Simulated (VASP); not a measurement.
# Sb (P6_3/mmc) in VASP: a series of runs, part 2 of 2

VASP 6.6.1. Earlier steps stand in the parts before.

## 4. Single point, PBE+D3(BJ) (strain +0.030 along x and y, -0.015 along z)

INCAR reads:

```
SYSTEM = Sb
  PREC = Accurate
  ENCUT = 520
  EDIFF = 1E-6
  ISMEAR = 0
  SIGMA = 0.15
  LREAL = .False.
  LASPH = .True.
  NELM = 80
  ALGO = Normal
  ISIF = 2
  LWAVE = .False.
  LCHARG = .True.
  GGA = PE
  IVDW = 12
  LELF = .True.
  LVHAR = .True.
  NBANDS = 12
```

KPOINTS reads:

```
Automatic mesh
0
Gamma
  18 18 10
  0 0 0
```

POSCAR reads:

```
Sb
1.0
    3.4700701849      0.0000000000      0.0000000000
   -1.7350350925      3.0051689330      0.0000000000
    0.0000000000      0.0000000000      5.2500500000
Sb
2
Direct
    0.3333333333      0.6666666667      0.2500000000
    0.6666666667      0.3333333333      0.7500000000
```

Potentials or basis: VASP PAW PBE potentials, release 64 (Sb).

Run with:

```sh
$ cat potpaw_PBE.64/Sb/POTCAR > POTCAR
$ mpirun -np 1 vasp_std > vasp.out
```

OUTCAR:

```text
SYSTEM = Sb
   PREC = Accurate
   ENCUT = 520
   EDIFF = 1E-6
   ISMEAR = 0
   LREAL = .False.
   LASPH = .True.
   NELM = 80
   ISIF = 2
   GGA = PE
   IVDW = 12
 IVDW          = 12

 ion  position               nearest neighbor table
   1  0.333  0.667  0.250-   2 3.30   2 3.30   2 3.30   2 3.30   2 3.30   2 3.30
   2  0.667  0.333  0.750-   1 3.30   1 3.30   1 3.30   1 3.30   1 3.30   1 3.30

  LATTYP: Found a hexagonal cell.
 ALAT       =     3.4700701849
 C/A-ratio  =     1.5129521077

  Lattice vectors:

 A1 = (   3.4700701849,   0.0000000000,   0.0000000000)
 A2 = (  -1.7350350925,   3.0051689330,   0.0000000000)
 A3 = (   0.0000000000,   0.0000000000,   5.2500500000)

Analysis of symmetry for initial positions (statically):
=====================================================================
 Subroutine PRICEL returns:
 Original cell was already a primitive cell.

 Routine SETGRP: Setting up the symmetry group for a
 hexagonal supercell.

 Subroutine GETGRP returns: Found 24 space group operations
 (whereof 12 operations were pure point group operations)
 out of a pool of 24 trial point group operations.

The static configuration has the point symmetry D_3d.
[... 177 lines left out ...]
      5      10.9811      0.00000
      6      12.8608      0.00000
      7      12.8608      0.00000
      8      14.4859      0.00000
      9      14.9774      0.00000
     10      16.7894      0.00000
     11      17.8440      0.00000
     12      17.8440      0.00000
[... 331 lines left out ...]
 k-point    24 :       0.3889    0.1111    0.0000
  band No.  band energies     occupation
      1      -1.4655      2.00000
      2       0.4445      2.00000
      3       4.3507      2.00000
      4       5.8779      2.00000
      5       6.2020      2.00000
      6       7.3183      2.00000
      7       8.5626      0.00819
      8      10.8909      0.00000
      9      13.7803      0.00000
     10      14.1909      0.00000
     11      18.2582      0.00000
     12      18.8476      0.00000

 [... further k-points ...]

------------------------ aborting loop because EDIFF is reached ----------------------------------------

 Edisp (eV)   -1.03244

 E8    (eV) :    -0.4770

  FORCE on cell =-STRESS in cart. coord.  units (eV):
  Direction    XX          YY          ZZ          XY          YZ          ZX
  --------------------------------------------------------------------------------------
  -------------------------------------------------------------------------------------
  Total      -0.97727    -0.97727    -1.05459     0.00000     0.00000     0.00000
  in kB     -28.59928   -28.59928   -30.86187     0.00000     0.00000     0.00000
  external pressure =      -29.35 kB  Pullay stress =        0.00 kB

 VOLUME and BASIS-vectors are now :
 -----------------------------------------------------------------------------
  energy-cutoff  :      520.00
  volume of cell :       54.75
      direct lattice vectors                 reciprocal lattice vectors
     3.470070185  0.000000000  0.000000000     0.288178609  0.166379998  0.000000000
    -1.735035092  3.005168933  0.000000000     0.000000000  0.332759995  0.000000000
     0.000000000  0.000000000  5.250050000     0.000000000  0.000000000  0.190474376

 POSITION                                       TOTAL-FORCE (eV/Angst)
 -----------------------------------------------------------------------------------
     -0.00000      2.00345      1.31251        -0.000000      0.000000      0.000000
      1.73504      1.00172      3.93754         0.000000      0.000000      0.000000
 -----------------------------------------------------------------------------------
    total drift:                               -0.000000      0.000000      0.000000

  FREE ENERGIE OF THE ION-ELECTRON SYSTEM (eV)
  ---------------------------------------------------
  free  energy   TOTEN  =        -8.7510048743 eV

  energy  without entropy=       -8.7349579169  energy(sigma->0) =       -8.74298140
```

Run time: 2.2 min. Hardware: 1 thread of Intel Xeon 8259CL, shared host; peak memory 0.28 GiB.

What came out:

```yaml
Free_energy: -8.7510 eV
Pressure: -2.9 GPa
Band_gap_on_the_k_mesh: zero (bands 5 and 6 overlap by 6.72 eV)
Dispersion_energy_per_atom: -0.516 eV
```

Levels at points of the mesh, in eV from the Fermi level:
```tsv
k point	band 2	band 3	band 4	band 5	band 6	band 7	band 8	band 9
(0.00, 0.00, 0.00)	-8.39	-5.54	2.70	2.70	4.58	4.58	6.20	6.70
(0.50, 0.00, 0.00)	-8.15	-3.89	-2.40	-2.28	-0.18	-0.08	3.67	4.01
(0.00, 0.00, 0.50)	-11.42	0.09	0.09	3.64	3.64	3.64	3.64	7.85
(0.50, 0.00, 0.50)	-8.60	-5.20	-5.20	1.22	1.22	2.16	2.16	5.81
```

Caveat: the cell differs from its parent crystal (strain +0.030 along x and y, -0.015 along z); spin-orbit coupling is left out, which moves the levels of the heavy elements.

## 5. Single point, PBE+D3(BJ) (strain +0.015 along x and y, +0.015 along z)

INCAR reads:

```
PREC = Accurate
ENCUT = 520
EDIFF = 1E-7
ISMEAR = 0
SIGMA = 0.15
LREAL = False
LASPH = True
NELM = 100
ALGO = Normal
ISIF = 2
LWAVE = False
LCHARG = False
GGA = PE
IVDW = 12
NBANDS = 12
```

KPOINTS reads:

```
regular mesh
0
Gamma
  18 18 10
```

POSCAR reads:

```
Sb
1.0
    3.4195351822      0.0000000000      0.0000000000
   -1.7097675911      2.9614043369      0.0000000000
    0.0000000000      0.0000000000      5.4099500000
Sb
2
Direct
    0.3333333333      0.6666666667      0.2500000000
    0.6666666667      0.3333333333      0.7500000000
```

Run with:

```sh
$ cat potpaw_PBE.64/Sb/POTCAR > POTCAR
$ mpirun -np 1 vasp_std > vasp.out
```

It took 2.5 min on 1 thread of Intel Xeon 8259CL, shared host; peak memory 0.28 GiB.

The run converged. Its results:

```
Free energy                : -8.7573 eV
Pressure                   : -3.0 GPa
Band gap on the k mesh     : zero (bands 5 and 6 overlap by 7.13 eV)
Dispersion energy per atom : -0.516 eV
```

Stress tensor (GPa, compression positive):
```
-3.46  0.00  0.00
 0.00 -3.46  0.00
 0.00  0.00 -2.10
```

Levels at points of the mesh, in eV from the Fermi level:
```csv
k point,band 1,band 2,band 3,band 4,band 5,band 6,band 7,band 8,band 9,band 10
"(0.00, 0.00, 0.00)",-12.78,-8.82,-5.64,3.17,3.17,4.87,4.87,5.72,7.23,8.78
"(0.50, 0.00, 0.00)",-9.42,-8.08,-4.13,-2.77,-2.25,-0.10,0.15,3.60,4.26,7.42
"(0.00, 0.00, 0.50)",-11.51,-11.51,-0.44,-0.44,4.01,4.01,4.01,4.01,8.25,8.25
"(0.50, 0.00, 0.50)",-8.52,-8.52,-5.20,-5.20,1.43,1.43,1.92,1.92,5.76,5.76
```

Caveat: the cell differs from its parent crystal (strain +0.015 along x and y, +0.015 along z); the cell stands under tension; spin-orbit coupling is left out, which moves the levels of the heavy elements.

## 6. The runs side by side

| cell | gap on the mesh (eV) | pressure (GPa) |
| --- | --- | --- |
| a = 3.470, b = 3.470, c = 5.170 Å, angles 90.0, 90.0, 120.0°, 2 atoms | none | -2.1 |
| a = 3.420, b = 3.420, c = 5.330 Å, angles 90.0, 90.0, 120.0°, 2 atoms | none | -2.1 |
| a = 3.470, b = 3.470, c = 5.250 Å, angles 90.0, 90.0, 120.0°, 2 atoms | none | -2.9 |
| a = 3.420, b = 3.420, c = 5.410 Å, angles 90.0, 90.0, 120.0°, 2 atoms | none | -3.0 |

Alike in all rows: task single point; level PBE+D3(BJ); potentials or basis VASP PAW PBE potentials, release 64 (Sb); no spin polarisation; k mesh 18 × 18 × 10; cutoff (eV) 520; smearing gaussian 0.15 eV.

Caveats: spin-orbit coupling is left out, which moves the levels of the heavy elements; the cell stands under tension (at least some runs).

Absolute energies hang on the potentials; compare differences alone.
